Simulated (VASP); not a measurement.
Write the native input for VASP 6.6.1 that does the following.

- Task: single point
- Functional: PBE
- Potentials or basis: VASP PAW PBE potentials, release 64 (Si, O)
- Cutoff: 520 eV
- k mesh: 6 × 6 × 8
- Occupations: gaussian, width 0.05 eV
- Spin: no spin polarisation
- Dipole correction: no
- Further INCAR settings: ALGO = Normal; EDIFF = 1e-06; NBANDS = 25

The structure of SiO2 lies in POSCAR:

```
SiO2
1.0
    4.3312000000      0.0000000000      0.0000000000
    0.0000000000      4.3312000000      0.0000000000
    0.0000000000      0.0000000000      2.9319000000
Si O
2 4
Direct
    0.5000000000      0.5000000000      0.5000000000
    0.0000000000      0.0000000000      0.0000000000
    0.6930127928      0.6930127928      0.0000000000
    0.1930127928      0.8069872072      0.5000000000
    0.3069872072      0.3069872072      0.0000000000
    0.8069872072      0.1930127928      0.5000000000
```

The input as run:

INCAR

```
SYSTEM = SiO2
PREC     = Accurate       ! precision mode
ENCUT    = 520            ! plane-wave cutoff, eV
EDIFF    = 1E-6           ! SCF threshold, eV
ISMEAR   = 0              ! smearing method
SIGMA    = 0.05           ! smearing width, eV
LREAL    = .FALSE.        ! projectors in reciprocal space
LASPH    = .TRUE.         ! aspherical terms in the spheres
NELM     = 100            ! most SCF steps
ALGO     = Normal         ! electronic algorithm
ISIF     = 2              ! what is computed and relaxed
LWAVE    = .FALSE.        ! write WAVECAR
LCHARG   = .FALSE.        ! write CHGCAR
GGA      = PE             ! functional
NBANDS   = 25             ! bands
```

KPOINTS

```
regular mesh
0
G
  6 6 8
  0 0 0
```

Potentials or basis: VASP PAW PBE potentials, release 64 (Si, O).

Run with:

```console
$ cat potpaw_PBE.64/Si/POTCAR potpaw_PBE.64/O/POTCAR > POTCAR
$ mpirun -np 1 vasp_std > vasp.out
```

It gave:

| Property | Result |
| --- | --- |
| Pressure | -30.9 GPa |
| Largest force | 0.073 eV/Å |
| Band gap on the k mesh | 2.67 eV, direct |

Wall time 39 s on 1 thread of Intel(R) Xeon(R) 6975P-C (Granite Rapids) (shared host), peak memory 0.18 GiB.
